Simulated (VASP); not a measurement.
# InAs (I-4m2) in VASP: a series of runs

InAs is run at these levels: PBE; tasks: single point.

All numbers are computed with VASP 6.6.1; they aren't measurements. Logs are shortened: lines on timing, memory, paths and dates and some standing lists are left out, and cuts for length are marked.

### Step 1. The cell of the first run

Symmetry: I-4m2, No. 119, tetragonal system. The conventional cell has a = 4.375 Å, b = 4.375 Å, c = 6.280 Å, α = 90.00°, β = 90.00°, γ = 90.00°. Within 3.6 Å of In (site symmetry -4m2) lie 4 As at 2.69 Å. As (site symmetry -4m2) has 4 In at 2.69 Å within 3.6 Å.

### Step 2. Single point, PBE (strain +0.000 along x and y, +0.015 along z)

INCAR reads:

```
SYSTEM = InAs
PREC = Accurate
ENCUT = 520
EDIFF = 1E-6
ISMEAR = 0
SIGMA = 0.15
LREAL = .FALSE.
LASPH = .TRUE.
NELM = 60
ALGO = Normal
ISIF = 2
LWAVE = .FALSE.
LCHARG = .FALSE.
GGA = PE
NBANDS = 16
```

KPOINTS reads:

```
Automatic mesh
0
G
  16 16 16
  0 0 0
```

POSCAR reads:

```
InAs
1.0
    0.0000000000      3.0933796579      3.1397803528
    3.0933796579      0.0000000000      3.1397803528
    3.0933796579      3.0933796579      0.0000000000
In As
1 1
Direct
    0.0000000000      0.0000000000      0.0000000000
    0.7500000000      0.7500000000      0.7500000000
```

Potentials or basis: VASP PAW PBE potentials, release 64 (In_d, As).

Launch:

```bash
$ cat potpaw_PBE.64/In_d/POTCAR potpaw_PBE.64/As/POTCAR > POTCAR
$ mpirun -np 1 vasp_std > vasp.out
```

OUTCAR:

```text
SYSTEM = InAs
   PREC = Accurate
   ENCUT = 520
   EDIFF = 1E-6
   ISMEAR = 0
   LREAL = .FALSE.
   LASPH = .TRUE.
   NELM = 60
   ISIF = 2
   GGA = PE

 ion  position               nearest neighbor table
   1  0.000  0.000  0.000-   2 2.69   2 2.69   2 2.69   2 2.69
   2  0.750  0.750  0.750-   1 2.69   1 2.69   1 2.69   1 2.69

  LATTYP: Found a body centered tetragonal cell.
 ALAT       =     4.3746994658
 C/A-ratio  =     1.4354267658

  Lattice vectors:

 A1 = (  -3.0933796579,   0.0000000000,   3.1397803528)
 A2 = (   3.0933796579,   0.0000000000,   3.1397803528)
 A3 = (   0.0000000000,   3.0933796579,  -3.1397803528)

Analysis of symmetry for initial positions (statically):
=====================================================================
 Subroutine PRICEL returns:
 Original cell was already a primitive cell.

 Routine SETGRP: Setting up the symmetry group for a
 body centered tetragonal supercell.

 Subroutine GETGRP returns: Found  8 space group operations
 (whereof  8 operations were pure point group operations)
 out of a pool of 16 trial point group operations.

The static configuration has the point symmetry D_2d.

Analysis of symmetry for dynamics (positions and initial velocities):
=====================================================================
 Subroutine PRICEL returns:
 Original cell was already a primitive cell.

 Routine SETGRP: Setting up the symmetry group for a
 body centered tetragonal supercell.

 Subroutine GETGRP returns: Found  8 space group operations
 (whereof  8 operations were pure point group operations)
 out of a pool of 16 trial point group operations.

The dynamic configuration has the point symmetry D_2d.

 Subroutine INISYM returns: Found  8 space group operations
 (whereof  8 operations are pure point group operations),
 and found     1 'primitive' translations

----------------------------------------------------------------------------------------

                                     Primitive cell

  volume of cell :      60.0891

  direct lattice vectors                    reciprocal lattice vectors
     0.000000000  3.093379658  3.139780353    -0.161635510  0.161635510  0.159246808
     3.093379658  0.000000000  3.139780353     0.161635510 -0.161635510  0.159246808
     3.093379658  3.093379658  0.000000000     0.161635510  0.161635510 -0.159246808

  length of vectors
     4.407631833  4.407631833  4.374699466     0.278588626  0.278588626  0.278588626

  position of ions in fractional coordinates (direct lattice)
     0.000000000  0.000000000  0.000000000
     0.750000000  0.750000000  0.750000000

[... 78 lines left out ...]
   EDIFFG = 0.1E-04   stopping-criterion for IOM
   NSW    =      0    number of steps for IOM
   IBRION =     -1    ionic relax: 0-MD 1-quasi-New 2-CG
   NFREE  =      0    steps in history (QN), initial steepest desc. (CG)
   ISIF   =      2    stress and relaxation
   ISYM   =      2    0-nonsym 1-usesym 2-fastsym
   POTIM  = 0.5000    time-step for ionic-motion
   TEBEG  =    0.0;   TEEND  =   0.0 temperature during run
   PSTRESS=    0.0 pullay stress
   NELECT =      18.0000    total number of electrons
   NUPDOWN=      -1.0000    fix difference up-down
   EMIN   =  10.00;   EMAX   =-10.00  energy-range for DOS
   EFERMI =   0.00;   METHOD = LEGACY
   ISMEAR =     0;   SIGMA  =   0.15  broadening in eV -4-tet -1-fermi 0-gaus
   EFERMI_NEDOS =   21; number of points for ismear=-14 and -15
   IALGO  =     38    algorithm
   IMIX   =      4    mixing-type and parameters
     AMIX     =   0.40;   BMIX     =  1.00
     AMIX_MAG =   1.60;   BMIX_MAG =  1.00
  volume/ion in A,a.u.               =      30.04       202.75
  Fermi-wavevector in a.u.,A,eV,Ry     =   1.095386  2.069979 16.325222  1.199870
  Thomas-Fermi vector in A             =   2.231708
   LORBIT       =      0    0 simple, 1 ext, 2 COOP (PROOUT), +10 PAW based schemes
   GGA     = PE    functional components
   LHFCALC =     F    Hartree Fock is set to
   AEXX    =    0.0000 exact exchange contribution
   IVDW    =     0    specifies the selected vdW correction
   LEPSILON=     F    determine dielectric tensor
   LRPA    =     F    only Hartree local field effects (RPA)
 non-spin polarized calculation
 Gauss-broadening in eV      SIGMA  =   0.15
  energy-cutoff  :      520.00
  volume of cell :       60.09
 maximum number of plane-waves:      1639
 NGX is ok and might be reduce to    36
   NGX = 17   NGY = 17   NGZ = 17

 number of electron      17.9999998 magnetization

 Free energy of the ion-electron system (eV)
  ---------------------------------------------------
  ext. energy  EPLUGINS =         0.00000000
  ---------------------------------------------------
  free energy    TOTEN  =        -7.71744010 eV

  energy without entropy =       -7.71730563  energy(sigma->0) =       -7.71737286

 E-fermi :   3.8646     XC(G=0):  -8.7327

 val. band max:        3.7241056259   @ k =   0.0000   0.0000   0.0000
 cond. band min:       4.1222205021   @ k =   0.0625   0.0000   0.0000
 fundamental gap:      0.3981148762
 Fermi energy:         3.8645799982

 k-point     1 :       0.0000    0.0000    0.0000
  band No.  band energies     occupation
      1     -10.5458      2.00000
      2     -10.5406      2.00000
      3     -10.5406      2.00000
      4     -10.4492      2.00000
      5     -10.4463      2.00000
      6      -7.6539      2.00000
[... 433 lines left out ...]
      3     -10.5383      2.00000
      4     -10.4500      2.00000
      5     -10.4456      2.00000
      6      -7.5604      2.00000
[... 8 lines left out ...]
     15      12.3731      0.00000
     16      12.6838      0.00000

 [... further k-points ...]

------------------------ aborting loop because EDIFF is reached ----------------------------------------

  FORCE on cell =-STRESS in cart. coord.  units (eV):
  Direction    XX          YY          ZZ          XY          YZ          ZX
  --------------------------------------------------------------------------------------
  -------------------------------------------------------------------------------------
  Total       -0.1875545     -0.1875545     -0.3797650      0.0000000      0.0000000     -0.0000000
  in kB       -5.0008334     -5.0008334    -10.1258111      0.0000000      0.0000000     -0.0000000
  external PRESSURE =      -6.7091593 kB  Pullay stress =       0.0000000 kB

 VOLUME and BASIS-vectors are now :
 -----------------------------------------------------------------------------
  energy-cutoff  :      520.00
  volume of cell :       60.09
      direct lattice vectors                 reciprocal lattice vectors
     0.000000000  3.093379658  3.139780353    -0.161635510  0.161635510  0.159246808
     3.093379658  0.000000000  3.139780353     0.161635510 -0.161635510  0.159246808
     3.093379658  3.093379658  0.000000000     0.161635510  0.161635510 -0.159246808

 POSITION                                       TOTAL-FORCE (eV/Angst)
 -----------------------------------------------------------------------------------
      0.00000      0.00000      0.00000        -0.000000     -0.000000      0.000000
      4.64007      4.64007      4.70967         0.000000      0.000000      0.000000
 -----------------------------------------------------------------------------------
    total drift:                                0.000000      0.000000     -0.000000

  FREE ENERGIE OF THE ION-ELECTRON SYSTEM (eV)
  ---------------------------------------------------
  free  energy   TOTEN  =        -7.7174400966 eV

  energy  without entropy=       -7.7173056260  energy(sigma->0) =       -7.71737286
```

OSZICAR:

```text
N       E                     dE             d eps       ncg     rms          rms(c)
DAV:   1     0.112885782576E+03    0.11289E+03   -0.82426E+03 11216   0.118E+03
DAV:   2    -0.789051096801E-01   -0.11296E+03   -0.10824E+03 12184   0.292E+02
DAV:   3    -0.776050804340E+01   -0.76816E+01   -0.76398E+01 14576   0.750E+01
DAV:   4    -0.795891599223E+01   -0.19841E+00   -0.19836E+00 13808   0.135E+01
DAV:   5    -0.796805920428E+01   -0.91432E-02   -0.91431E-02 16864   0.246E+00    0.397E+00
DAV:   6    -0.773352127251E+01    0.23454E+00   -0.37023E-01 17720   0.939E+00    0.219E+00
DAV:   7    -0.771519895883E+01    0.18322E-01   -0.99087E-02 14792   0.254E+00    0.697E-01
DAV:   8    -0.771659529693E+01   -0.13963E-02   -0.11211E-02 14080   0.116E+00    0.152E-01
DAV:   9    -0.771723882602E+01   -0.64353E-03   -0.93606E-04 14320   0.274E-01    0.948E-02
DAV:  10    -0.771738985528E+01   -0.15103E-03   -0.15995E-04 14904   0.154E-01    0.505E-02
DAV:  11    -0.771743934695E+01   -0.49492E-04   -0.11224E-04 13552   0.100E-01    0.329E-02
DAV:  12    -0.771744009657E+01   -0.74962E-06   -0.49595E-06 13336   0.199E-02
   1 F= -.77174401E+01 E0= -.77173729E+01  d E =-.134471E-03
```

It took 3.9 min on 1 thread of Intel Xeon Platinum 8488C (Sapphire Rapids), shared host; peak memory 0.47 GiB.

Results:

* Free energy: -7.7174 eV
* Pressure: -0.7 GPa
* Band gap on the k mesh: zero (filled and empty bands touch)

Caveat: the cell differs from its parent crystal (strain +0.000 along x and y, +0.015 along z); semilocal functionals underestimate gaps, so a narrow gap can read as zero; spin-orbit coupling is left out, which moves the levels of the heavy elements.

### Step 3. Single point, PBE (strain +0.000 along x and y, +0.030 along z)

INCAR reads:

```
PREC = Accurate
ENCUT = 520
EDIFF = 1E-6
ISMEAR = 0
SIGMA = 0.15
LREAL = F
LASPH = T
NELM = 80
ALGO = Normal
ISIF = 2
LWAVE = F
LCHARG = F
GGA = PE
NBANDS = 16
```

KPOINTS reads:

```
Automatic mesh
0
Gamma
  16 16 16
```

POSCAR reads:

```
InAs
1.0
    0.0000000000      3.0933796579      3.1861810476
    3.0933796579      0.0000000000      3.1861810476
    3.0933796579      3.0933796579      0.0000000000
In As
1 1
Direct
    0.0000000000      0.0000000000      0.0000000000
    0.7500000000      0.7500000000      0.7500000000
```

Potentials or basis: VASP PAW PBE potentials, release 64 (In_d, As).

Launch:

```bash
$ cat potpaw_PBE.64/In_d/POTCAR potpaw_PBE.64/As/POTCAR > POTCAR
$ mpirun -np 1 vasp_std > vasp.out
```

It took 3.2 min on 1 thread of Intel Xeon Platinum 8488C (Sapphire Rapids), shared host; peak memory 0.48 GiB.

The run converged. Its results:

```yaml
Free_energy: -7.7092 eV
Pressure: -1.3 GPa
Band_gap_on_the_k_mesh: zero (filled and empty bands touch)
```

Stress tensor (GPa, compression positive):
```
-0.97  0.00  0.00
 0.00 -0.97  0.00
 0.00  0.00 -2.02
```

Levels at points of the mesh, in eV from the Fermi level:
| k point | band 6 | band 7 | band 8 | band 9 | band 10 | band 11 | band 12 | band 13 |
| --- | --- | --- | --- | --- | --- | --- | --- | --- |
| (0.00, 0.00, 0.00) | -11.45 | -0.87 | -0.27 | -0.13 | -0.13 | 3.66 | 3.66 | 3.73 |
| (0.50, 0.00, 0.00) | -10.26 | -5.47 | -1.12 | -0.94 | 0.57 | 4.37 | 4.52 | 6.52 |
| (0.50, 0.50, 0.00) | -9.87 | -5.71 | -2.09 | -2.09 | 1.61 | 2.01 | 8.25 | 8.41 |
| (0.50, 0.00, 0.50) | -9.80 | -5.56 | -2.24 | -2.23 | 1.48 | 1.77 | 8.29 | 8.47 |

Caveat: the cell differs from its parent crystal (strain +0.000 along x and y, +0.030 along z); semilocal functionals underestimate gaps, so a narrow gap can read as zero; spin-orbit coupling is left out, which moves the levels of the heavy elements.
